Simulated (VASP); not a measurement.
Here is a VASP 6.6.1 calculation.

INCAR

```
SYSTEM = Au
AGGAC = 1.0
AGGAX = 1.0
ALDAC = 0.0
ALDAX = 1.0
ALGO = Normal
EDIFF = 1E-6
EDIFFG = -0.01
ENCUT = 600
GGA = B5
IBRION = 2
ISIF = 3
ISMEAR = -1
LASPH = .True.
LCHARG = .False.
LREAL = .False.
LWAVE = .False.
NELM = 60
NSW = 80
PREC = Accurate
SIGMA = 0.1
```

KPOINTS

```
k-points
0
Gamma
  13 13 13
  0 0 0
```

The input POSCAR:

```
Au
1.0
    0.0000000000      2.0391200000      2.0391200000
    2.0391200000      0.0000000000      2.0391200000
    2.0391200000      2.0391200000      0.0000000000
Au
1
Direct
    0.0000000000      0.0000000000      0.0000000000
```

Potentials or basis: VASP PAW PBE potentials, release 64 (Au).

Run with:

```bash
$ cat potpaw_PBE.64/Au/POTCAR > POTCAR
$ mpirun -np 1 vasp_std > vasp.out
```

Task: What does it give for the relaxed cell?

Result: a = 3.023 Å, b = 3.023 Å, c = 3.023 Å, α = 60.00°, β = 60.00°, γ = 60.00°.

Task: Predict the relaxed volume.

Result: 19.53 Å³/atom.

The path:
```tsv
step	energy change (eV)	largest force (eV/Å)	pressure (GPa)	volume (Å³)
1	0.0000	0.0000	21.97	16.96
2	0.0051	0.0000	-10.59	23.33
3	-0.1502	0.0000	-0.45	19.63
4	-0.1503	0.0000	-0.15	19.56
5	-0.1503	0.0000	0.14	19.51
6	-0.1503	0.0000	0.15	19.51
7	-0.1503	0.0000	0.16	19.51
8	-0.1503	0.0000	0.14	19.51
9	-0.1503	0.0000	0.14	19.51
10	-0.1503	0.0000	0.14	19.51
11	-0.1503	0.0000	0.14	19.51
12	-0.1503	0.0000	0.14	19.51
13	-0.1503	0.0000	0.14	19.51
14	-0.1503	0.0000	0.14	19.51
15	-0.1503	0.0000	0.15	19.51
16	-0.1503	0.0000	0.15	19.51
17	-0.1503	0.0000	0.11	19.51
18	-0.1503	0.0000	0.08	19.52
19	-0.1503	0.0000	0.04	19.53
```

Caveat: the volume moved by over 15 % at a fixed basis, so the end points are rough; the PAW data sets were made with another functional, which shifts forces and pressure a little; the volume moved by +15 % from the deposited cell, more than functionals usually miss. Zero-point motion and thermal expansion aren't in these numbers.
